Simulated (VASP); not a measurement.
# BN (P4_2/mnm) in VASP: a series of runs

BN is run at these levels: PBE; tasks: single point.

Everything below comes from runs of VASP 6.6.1. Logs are shortened: lines on timing, memory, paths and dates and some standing lists are left out, and cuts for length are marked.

### Step 1. The cell of the first run

The structure is tetragonal, space group P4_2/mnm (No. 136). The conventional cell has a = 4.323 Å, b = 4.323 Å, c = 2.243 Å, α = 90.00°, β = 90.00°, γ = 90.00°. Within 1.9 Å of B (site symmetry m2m) lie 4 N at 1.40 to 1.56 Å. N (site symmetry m2m) has 4 B at 1.40 to 1.56 Å within 1.9 Å.

### Step 2. Single point, PBE

Input file INCAR:

```
PREC     = Accurate       # precision mode
ENCUT    = 520            # plane-wave cutoff, eV
EDIFF    = 1E-7           # SCF threshold, eV
ISMEAR   = 0              # smearing method
SIGMA    = 0.05           # smearing width, eV
LREAL    = False          # projectors in reciprocal space
LASPH    = True           # aspherical terms in the spheres
NELM     = 100            # most SCF steps
ALGO     = Normal         # electronic algorithm
ISIF     = 2              # what is computed and relaxed
LWAVE    = False          # write WAVECAR
LCHARG   = False          # write CHGCAR
GGA      = PE             # functional
NBANDS   = 26             # bands
```

Input file KPOINTS:

```
Automatic mesh
0
Gamma
  6 6 10
```

Input file POSCAR:

```
BN
1.0
    4.3232000000      0.0000000000      0.0000000000
    0.0000000000      4.3232000000      0.0000000000
    0.0000000000      0.0000000000      2.2433000000
B N
4 4
Direct
    0.1742811368      0.8257188632      0.5000000000
    0.3257188632      0.3257188632      0.0000000000
    0.6742811368      0.6742811368      0.0000000000
    0.8257188632      0.1742811368      0.5000000000
    0.8126115048      0.8126115048      0.5000000000
    0.3126115048      0.6873884952      0.0000000000
    0.6873884952      0.3126115048      0.0000000000
    0.1873884952      0.1873884952      0.5000000000
```

Potentials or basis: VASP PAW PBE potentials, release 64 (B, N).

Started as:

```sh
$ cat potpaw_PBE.64/B/POTCAR potpaw_PBE.64/N/POTCAR > POTCAR
$ mpirun -np 1 vasp_std > vasp.out
```

OUTCAR:

```text
PREC = Accurate
   ENCUT = 520
   EDIFF = 1E-7
   ISMEAR = 0
   LREAL = False
   LASPH = True
   NELM = 100
   ISIF = 2
   GGA = PE

 ion  position               nearest neighbor table
   1  0.174  0.826  0.500-   6 1.40   6 1.40   8 1.56   5 1.56   4 2.13
   2  0.326  0.326  0.000-   8 1.40   8 1.40   6 1.56   7 1.56   3 2.13
   3  0.674  0.674  0.000-   5 1.40   5 1.40   7 1.56   6 1.56   2 2.13
   4  0.826  0.174  0.500-   7 1.40   7 1.40   8 1.56   5 1.56   1 2.13
   5  0.813  0.813  0.500-   3 1.40   3 1.40   4 1.56   1 1.56
   6  0.313  0.687  0.000-   1 1.40   1 1.40   3 1.56   2 1.56
   7  0.687  0.313  0.000-   4 1.40   4 1.40   2 1.56   3 1.56
   8  0.187  0.187  0.500-   2 1.40   2 1.40   4 1.56   1 1.56

  LATTYP: Found a simple tetragonal cell.
 ALAT       =     4.3232000000
 C/A-ratio  =     0.5188980385

  Lattice vectors:

 A1 = (   4.3232000000,   0.0000000000,   0.0000000000)
 A2 = (   0.0000000000,   4.3232000000,   0.0000000000)
 A3 = (   0.0000000000,   0.0000000000,   2.2433000000)

Analysis of symmetry for initial positions (statically):
=====================================================================
 Subroutine PRICEL returns:
 Original cell was already a primitive cell.

 Routine SETGRP: Setting up the symmetry group for a
 simple tetragonal supercell.

 Subroutine GETGRP returns: Found 16 space group operations
 (whereof  8 operations were pure point group operations)
 out of a pool of 16 trial point group operations.

The static configuration has the point symmetry D_2h.
 The point group associated with its full space group is D_4h.

Analysis of symmetry for dynamics (positions and initial velocities):
=====================================================================
 Subroutine PRICEL returns:
 Original cell was already a primitive cell.

 Routine SETGRP: Setting up the symmetry group for a
 simple tetragonal supercell.

 Subroutine GETGRP returns: Found 16 space group operations
 (whereof  8 operations were pure point group operations)
 out of a pool of 16 trial point group operations.

The dynamic configuration has the point symmetry D_2h.
 The point group associated with its full space group is D_4h.

 Subroutine INISYM returns: Found 16 space group operations
 (whereof  8 operations are pure point group operations),
 and found     1 'primitive' translations

----------------------------------------------------------------------------------------

                                     Primitive cell

  volume of cell :      41.9274

  direct lattice vectors                    reciprocal lattice vectors
     4.323200000  0.000000000  0.000000000     0.231310141  0.000000000  0.000000000
     0.000000000  4.323200000  0.000000000     0.000000000  0.231310141  0.000000000
     0.000000000  0.000000000  2.243300000     0.000000000  0.000000000  0.445771854

  length of vectors
     4.323200000  4.323200000  2.243300000     0.231310141  0.231310141  0.445771854

  position of ions in fractional coordinates (direct lattice)
     0.174281137  0.825718863  0.500000000
     0.325718863  0.325718863  0.000000000
     0.674281137  0.674281137  0.000000000
     0.825718863  0.174281137  0.500000000
     0.812611505  0.812611505  0.500000000
     0.312611505  0.687388495  0.000000000
     0.687388495  0.312611505  0.000000000
     0.187388495  0.187388495  0.500000000

  ion indices of the primitive-cell ions
   primitive index   ion index
                 1           1
                 2           2
                 3           3
                 4           4
                 5           5
                 6           6
                 7           7
                 8           8

----------------------------------------------------------------------------------------

 KPOINTS: Automatic mesh

Automatic generation of k-mesh.
 Grid dimensions read from file:
 generate k-points for:    6    6   10

 Generating k-lattice:

  Cartesian coordinates                     Fractional coordinates (reciprocal lattice)
     0.038551690  0.000000000  0.000000000     0.166666667  0.000000000  0.000000000
     0.000000000  0.038551690  0.000000000     0.000000000  0.166666667  0.000000000
     0.000000000  0.000000000  0.044577185     0.000000000  0.000000000  0.100000000

  Length of vectors
     0.038551690  0.038551690  0.044577185

  Shift w.r.t. Gamma in fractional coordinates (k-lattice)
     0.000000000  0.000000000  0.000000000

 Subroutine IBZKPT returns following result:
 ===========================================

 Found     60 irreducible k-points:

 Following reciprocal coordinates:
            Coordinates               Weight
  0.000000  0.000000  0.000000      1.000000
  0.166667  0.000000  0.000000      4.000000
  0.333333  0.000000  0.000000      4.000000
  0.500000  0.000000  0.000000      2.000000
  0.166667  0.166667  0.000000      4.000000
  0.333333  0.166667  0.000000      8.000000
[... 16 lines left out ...]
  0.333333  0.000000  0.200000      8.000000
  0.500000  0.000000  0.200000      4.000000
 [... further k-points ...]
   k-points           NKPTS =     60   k-points in BZ     NKDIM =     60   number of bands    NBANDS=     26
   number of dos      NEDOS =    301   number of ions     NIONS =      8
   total plane-waves  NPLWV =  18432
   dimension x,y,z NGX =    32 NGY =   32 NGZ =   18
   dimension x,y,z NGXF=    64 NGYF=   64 NGZF=   36
   ions per type =               4   4
   NGX,Y,Z   is equivalent  to a cutoff of  12.31, 12.31, 13.34 a.u.
   NGXF,Y,Z  is equivalent  to a cutoff of  24.61, 24.61, 26.68 a.u.
 SYSTEM =  unknown system
   PREC   = accura    normal or accurate (medium, high low for compatibility)
   ISTART =      0    job   : 0-new  1-cont  2-samecut
   ICHARG =      2    charge: 1-file 2-atom 10-const
   ISPIN  =      1    spin polarized calculation?
   LNONCOLLINEAR =      F non collinear calculations
   LSORBIT =      F    spin-orbit coupling
   LASPH  =      T    aspherical Exc in radial PAW
   ENCUT  =  520.0 eV  38.22 Ry    6.18 a.u.   8.04  8.04  4.17*2*pi/ulx,y,z
   NELM   =    100;   NELMIN=  2; NELMDL= -5     # of ELM steps
   EDIFF  = 0.1E-06   stopping-criterion for ELM
   LREAL  =      F    real-space projection
   EDIFFG = 0.1E-05   stopping-criterion for IOM
   NSW    =      0    number of steps for IOM
   IBRION =     -1    ionic relax: 0-MD 1-quasi-New 2-CG
   NFREE  =      0    steps in history (QN), initial steepest desc. (CG)
   ISIF   =      2    stress and relaxation
   ISYM   =      2    0-nonsym 1-usesym 2-fastsym
   POTIM  = 0.5000    time-step for ionic-motion
   TEBEG  =    0.0;   TEEND  =   0.0 temperature during run
   PSTRESS=    0.0 pullay stress
   NELECT =      32.0000    total number of electrons
   NUPDOWN=      -1.0000    fix difference up-down
   EMIN   =  10.00;   EMAX   =-10.00  energy-range for DOS
   EFERMI =   0.00;   METHOD = LEGACY
   ISMEAR =     0;   SIGMA  =   0.05  broadening in eV -4-tet -1-fermi 0-gaus
   EFERMI_NEDOS =   21; number of points for ismear=-14 and -15
   IALGO  =     38    algorithm
   IMIX   =      4    mixing-type and parameters
     AMIX     =   0.40;   BMIX     =  1.00
     AMIX_MAG =   1.60;   BMIX_MAG =  1.00
  volume/ion in A,a.u.               =       5.24        35.37
  Fermi-wavevector in a.u.,A,eV,Ry     =   1.496094  2.827207 30.453874  2.238297
  Thomas-Fermi vector in A             =   2.608154
   LORBIT       =      0    0 simple, 1 ext, 2 COOP (PROOUT), +10 PAW based schemes
   GGA     = PE    functional components
   LHFCALC =     F    Hartree Fock is set to
   AEXX    =    0.0000 exact exchange contribution
   IVDW    =     0    specifies the selected vdW correction
   LEPSILON=     F    determine dielectric tensor
   LRPA    =     F    only Hartree local field effects (RPA)
 non-spin polarized calculation
 Gauss-broadening in eV      SIGMA  =   0.05
  energy-cutoff  :      520.00
  volume of cell :       41.93
 maximum number of plane-waves:      1148
   NGX = 17   NGY = 17   NGZ =  9

 number of electron      32.0000002 magnetization

 Free energy of the ion-electron system (eV)
  ---------------------------------------------------
  ext. energy  EPLUGINS =         0.00000000
  ---------------------------------------------------
  free energy    TOTEN  =       -65.70351875 eV

  energy without entropy =      -65.70351875  energy(sigma->0) =      -65.70351875

 E-fermi :   9.5091     XC(G=0): -13.2911

 val. band max:        9.2332834270   @ k =   0.0000   0.0000   0.0000
 cond. band min:      13.4419127612   @ k =   0.0000   0.0000   0.3000
 fundamental gap:      4.2086293342
 Fermi energy:         9.5090846799

 k-point     1 :       0.0000    0.0000    0.0000
  band No.  band energies     occupation
      1     -13.0536      2.00000
      2      -8.8709      2.00000
      3      -8.8709      2.00000
      4      -8.3105      2.00000
      5      -2.7298      2.00000
      6      -2.0058      2.00000
[... 18 lines left out ...]
     25      23.6483      0.00000
     26      24.6852      0.00000

 k-point     2 :       0.1667    0.0000    0.0000
  band No.  band energies     occupation
      1     -12.9022      2.00000
      2      -9.6803      2.00000
      3      -8.7680      2.00000
      4      -7.8749      2.00000
      5      -2.8940      2.00000
      6      -1.5223      2.00000
[... 18 lines left out ...]
     25      23.6157      0.00000
     26      24.2322      0.00000

 k-point     3 :       0.3333    0.0000    0.0000
  band No.  band energies     occupation
      1     -12.4531      2.00000
      2     -10.7667      2.00000
      3      -8.4806      2.00000
      4      -7.7899      2.00000
      5      -2.9374      2.00000
      6      -1.5850      2.00000
[... 572 lines left out ...]
 k-point    23 :       0.3333    0.0000    0.2000
  band No.  band energies     occupation
      1     -11.6261      2.00000
      2      -9.9850      2.00000
      3      -7.8121      2.00000
      4      -7.1705      2.00000
      5      -2.3120      2.00000
      6      -0.9187      2.00000
[... 18 lines left out ...]
     25      23.7858      0.00000
     26      24.4516      0.00000

 k-point    24 :       0.5000    0.0000    0.2000
  band No.  band energies     occupation
      1     -10.9165      2.00000
      2     -10.9165      2.00000
      3      -7.4503      2.00000
      4      -7.4503      2.00000
      5      -1.7925      2.00000
      6      -1.7925      2.00000
[... 18 lines left out ...]
     25      23.9718      0.00000
     26      23.9718      0.00000

 [... further k-points ...]

------------------------ aborting loop because EDIFF is reached ----------------------------------------

  FORCE on cell =-STRESS in cart. coord.  units (eV):
  Direction    XX          YY          ZZ          XY          YZ          ZX
  --------------------------------------------------------------------------------------
  -------------------------------------------------------------------------------------
  Total       11.8931247     11.8931247     50.5439864      0.0000000      0.0000000      0.0000000
  in kB      454.4734769    454.4734769   1931.4437442      0.0000000      0.0000000      0.0000000
  external PRESSURE =     946.7968993 kB  Pullay stress =       0.0000000 kB

 VOLUME and BASIS-vectors are now :
 -----------------------------------------------------------------------------
  energy-cutoff  :      520.00
  volume of cell :       41.93
      direct lattice vectors                 reciprocal lattice vectors
     4.323200000  0.000000000  0.000000000     0.231310141  0.000000000  0.000000000
     0.000000000  4.323200000  0.000000000     0.000000000  0.231310141  0.000000000
     0.000000000  0.000000000  2.243300000     0.000000000  0.000000000  0.445771854

 POSITION                                       TOTAL-FORCE (eV/Angst)
 -----------------------------------------------------------------------------------
      0.75345      3.56975      1.12165        -1.049362      1.049362     -0.000000
      1.40815      1.40815      0.00000         1.049362      1.049362     -0.000000
      2.91505      2.91505      0.00000        -1.049362     -1.049362      0.000000
      3.56975      0.75345      1.12165         1.049362     -1.049362      0.000000
      3.51308      3.51308      1.12165         1.160227      1.160227     -0.000000
      1.35148      2.97172      0.00000         1.160227     -1.160227     -0.000000
      2.97172      1.35148      0.00000        -1.160227      1.160227     -0.000000
      0.81012      0.81012      1.12165        -1.160227     -1.160227     -0.000000
 -----------------------------------------------------------------------------------
    total drift:                                0.000000     -0.000000     -0.000000

  FREE ENERGIE OF THE ION-ELECTRON SYSTEM (eV)
  ---------------------------------------------------
  free  energy   TOTEN  =       -65.7035187540 eV

  energy  without entropy=      -65.7035187540  energy(sigma->0) =      -65.70351875
```

It took 20 s on 1 thread of Intel Xeon 6975P-C (Granite Rapids), shared host; peak memory 0.17 GiB.

What came out:

```
Free energy            : -65.7035 eV
Pressure               : 94.7 GPa
Largest force          : 1.641 eV/Å
Band gap on the k mesh : 4.21 eV, indirect (least direct gap 6.00 eV)
```

Forces on the atoms (eV/Å):
```
B   -1.049  1.049  0.000
B    1.049  1.049  0.000
B   -1.049 -1.049  0.000
B    1.049 -1.049  0.000
N    1.160  1.160  0.000
N    1.160 -1.160  0.000
N   -1.160  1.160  0.000
N   -1.160 -1.160  0.000
```

Caveat: forces of over 1 eV/Å act on the atoms, so gaps and moduli don't describe the material at rest. A k mesh can miss the band edges.

### Step 3. Single point, PBE

This run uses another cell than the first one, of 5.32 Å³/atom, 1.015 times its volume.

Input file INCAR:

```
ALGO     = Normal         # electronic algorithm
EDIFF    = 1E-6           # SCF threshold, eV
ENCUT    = 520            # plane-wave cutoff, eV
GGA      = PE             # functional
ISIF     = 2              # what is computed and relaxed
ISMEAR   = 0              # smearing method
LASPH    = T              # aspherical terms in the spheres
LCHARG   = T              # write CHGCAR
LELF     = T              # ELF
LREAL    = F              # projectors in reciprocal space
LVHAR    = T            
LWAVE    = F              # write WAVECAR
NBANDS   = 26             # bands
NELM     = 80             # most SCF steps
PREC     = Accurate       # precision mode
SIGMA    = 0.05           # smearing width, eV
```

Input file KPOINTS:

```
k-points
0
Gamma
  6 6 10
```

POSCAR: that of step 2 with these lines changed.

```diff
@@ -2,4 +2,4 @@
 1.0
-    4.3232000000      0.0000000000      0.0000000000
-    0.0000000000      4.3232000000      0.0000000000
+    4.3563000000      0.0000000000      0.0000000000
+    0.0000000000      4.3563000000      0.0000000000
     0.0000000000      0.0000000000      2.2433000000
```

Potentials or basis: VASP PAW PBE potentials, release 64 (B, N).

Started as:

```sh
$ cat potpaw_PBE.64/B/POTCAR potpaw_PBE.64/N/POTCAR > POTCAR
$ mpirun -np 1 vasp_std > vasp.out
```

It took 19 s on 1 thread of Intel Xeon 6975P-C (Granite Rapids), shared host; peak memory 0.17 GiB.

It converged, with:

| Quantity | Value |
| --- | --- |
| Free energy | -65.8668 eV |
| Pressure | 86.0 GPa |
| Largest force | 1.682 eV/Å |
| Band gap on the k mesh | 4.16 eV, indirect (least direct gap 5.97 eV) |

Forces on the atoms (eV/Å):
```
B   -1.015  1.015  0.000
B    1.015  1.015  0.000
B   -1.015 -1.015  0.000
B    1.015 -1.015  0.000
N    1.189  1.189  0.000
N    1.189 -1.189  0.000
N   -1.189  1.189  0.000
N   -1.189 -1.189  0.000
```

Stress tensor (GPa, compression positive):
```
 35.18   0.00   0.00
  0.00  35.18   0.00
  0.00   0.00 187.58
```

Levels at points of the mesh, in eV from the valence-band top:
```
           k point  band 13  band 14  band 15  band 16  band 17  band 18  band 19  band 20
(0.00, 0.00, 0.00)    -0.81    -0.81    -0.38     0.00     7.10     7.10     7.93     8.18
(0.50, 0.00, 0.00)    -2.04    -2.04    -0.91    -0.91     7.10     7.10     8.85     8.85
(0.50, 0.50, 0.00)    -2.33    -2.33    -1.83    -1.83     7.12     7.12    10.50    10.50
(0.00, 0.00, 0.50)    -5.33    -5.33    -3.92    -3.92     6.13     6.13    10.20    10.20
(0.50, 0.00, 0.50)    -4.13    -4.13    -3.28    -3.28     6.85     6.85     8.58     8.58
(0.50, 0.50, 0.50)    -3.44    -3.44    -3.36    -3.36     6.26     6.26     6.91     6.91
```

Caveat: forces of over 1 eV/Å act on the atoms, so gaps and moduli don't describe the material at rest.

### Step 4. Single point, PBE

This run uses another cell than the first one, of 5.34 Å³/atom, 1.018 times its volume.

Input file INCAR:

```
ALGO = Normal
EDIFF = 1E-6
ENCUT = 520
GGA = PE
ISIF = 2
ISMEAR = 0
LASPH = True
LCHARG = False
LREAL = False
LWAVE = False
NBANDS = 26
NELM = 80
PREC = Accurate
SIGMA = 0.05
```

KPOINTS is that of step 3.

POSCAR: that of step 3 with these lines changed.

```diff
@@ -2,5 +2,5 @@
 1.0
-    4.3563000000      0.0000000000      0.0000000000
-    0.0000000000      4.3563000000      0.0000000000
-    0.0000000000      0.0000000000      2.2433000000
+    4.2900000000      0.0000000000      0.0000000000
+    0.0000000000      4.2900000000      0.0000000000
+    0.0000000000      0.0000000000      2.3198000000
 B N
```

Started as:

```sh
$ cat potpaw_PBE.64/B/POTCAR potpaw_PBE.64/N/POTCAR > POTCAR
$ mpirun -np 1 vasp_std > vasp.out
```

Run time: 18 s. Hardware: 1 thread of Intel Xeon 6975P-C (Granite Rapids), shared host; peak memory 0.17 GiB.

It converged, with:

* Free energy: -66.9671 eV
* Pressure: 78.1 GPa
* Largest force: 0.872 eV/Å
* Band gap on the k mesh: 4.63 eV, indirect (least direct gap 6.12 eV)

Forces on the atoms (eV/Å):
```
B   -0.617  0.617  0.000
B    0.617  0.617  0.000
B   -0.617 -0.617  0.000
B    0.617 -0.617  0.000
N    0.594  0.594  0.000
N    0.594 -0.594  0.000
N   -0.594  0.594  0.000
N   -0.594 -0.594  0.000
```

Stress tensor (GPa, compression positive):
```
 48.83   0.00   0.00
  0.00  48.83   0.00
  0.00   0.00 136.54
```

Levels at points of the mesh, in eV from the valence-band top:
| k point | band 14 | band 15 | band 16 | band 17 | band 18 | band 19 |
| --- | --- | --- | --- | --- | --- | --- |
| (0.00, 0.00, 0.00) | -0.17 | -0.04 | 0.00 | 8.32 | 8.32 | 8.87 |
| (0.50, 0.00, 0.00) | -1.49 | -1.02 | -1.02 | 8.29 | 8.29 | 9.45 |
| (0.50, 0.50, 0.00) | -2.65 | -2.06 | -2.06 | 7.88 | 7.88 | 10.39 |
| (0.00, 0.00, 0.50) | -4.88 | -3.68 | -3.68 | 6.61 | 6.61 | 10.86 |
| (0.50, 0.00, 0.50) | -3.94 | -2.75 | -2.75 | 7.34 | 7.34 | 9.19 |
| (0.50, 0.50, 0.50) | -3.23 | -2.95 | -2.95 | 6.70 | 6.70 | 7.60 |

A k mesh can miss the band edges.

### Step 5. The runs side by side

| cell | gap on the mesh (eV) | pressure (GPa) | largest force (eV/Å) |
| --- | --- | --- | --- |
| a = 4.323, b = 4.323, c = 2.243 Å, 8 atoms | 4.21 | 94.7 | 1.64 |
| a = 4.356, b = 4.356, c = 2.243 Å, 8 atoms | 4.16 | 86.0 | 1.68 |
| a = 4.290, b = 4.290, c = 2.320 Å, 8 atoms | 4.63 | 78.1 | 0.87 |

Alike in all rows: task single point; level PBE; potentials or basis VASP PAW PBE potentials, release 64 (B, N); no spin polarisation; k mesh 6 × 6 × 10; cutoff (eV) 520; smearing gaussian 0.05 eV.

Caveats: forces of over 1 eV/Å act on the atoms, so gaps and moduli don't describe the material at rest (some runs).

Total energies depend on the potentials used, so only differences within one code and one set of settings carry meaning.
